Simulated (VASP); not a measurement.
A run of VASP 6.6.1:

File INCAR:

```
SYSTEM = HfSn2Te6
PREC     = Accurate       ! precision mode
ENCUT    = 520            ! plane-wave cutoff, eV
EDIFF    = 1E-7           ! SCF threshold, eV
ISMEAR   = 0              ! smearing method
SIGMA    = 0.1            ! smearing width, eV
LREAL    = .FALSE.        ! projectors in reciprocal space
LASPH    = .TRUE.         ! aspherical terms in the spheres
NELM     = 100            ! most SCF steps
ALGO     = Normal         ! electronic algorithm
ISIF     = 2              ! what is computed and relaxed
LWAVE    = .FALSE.        ! write WAVECAR
LCHARG   = .FALSE.        ! write CHGCAR
GGA      = PE             ! functional
NBANDS   = 47             ! bands
```

The input KPOINTS:

```
Automatic mesh
0
G
  6 6 1
  0 0 0
```

Contents of POSCAR:

```
HfSn2Te6
1.0
    4.0910173000      0.0000000000      0.0000000000
   -2.0455086000      3.5429249000      0.0000000000
    0.0000000000      0.0000000000     21.4068219000
Hf Sn Te
1 2 6
Direct
    0.0000000000      0.0000000000      0.0000000000
    0.0000000000      0.0000000000      0.6626400000
    0.0000000000      0.0000000000      0.3373600000
    0.3333333000      0.6666667000      0.7467170000
    0.3333333000      0.6666667000      0.0804010000
    0.3333333000      0.6666667000      0.4217870000
    0.6666667000      0.3333333000      0.9195990000
    0.6666667000      0.3333333000      0.2532830000
    0.6666667000      0.3333333000      0.5782130000
```

Potentials or basis: VASP PAW PBE potentials, release 64 (Hf_pv, Sn_d, Te).

Command:

```bash
$ cat potpaw_PBE.64/Hf_pv/POTCAR potpaw_PBE.64/Sn_d/POTCAR potpaw_PBE.64/Te/POTCAR > POTCAR
$ mpirun -np 1 vasp_std > vasp.out
```

Hardware: 1 thread of Intel(R) Xeon(R) 6975P-C (Granite Rapids) (shared host).

Q: How long does it take, and how much memory?

A: Run time: 2.1 min on 1 thread of Intel(R) Xeon(R) 6975P-C (Granite Rapids) (shared host), peak memory 0.42 GiB. Counts: scf iterations 19, k points 7.
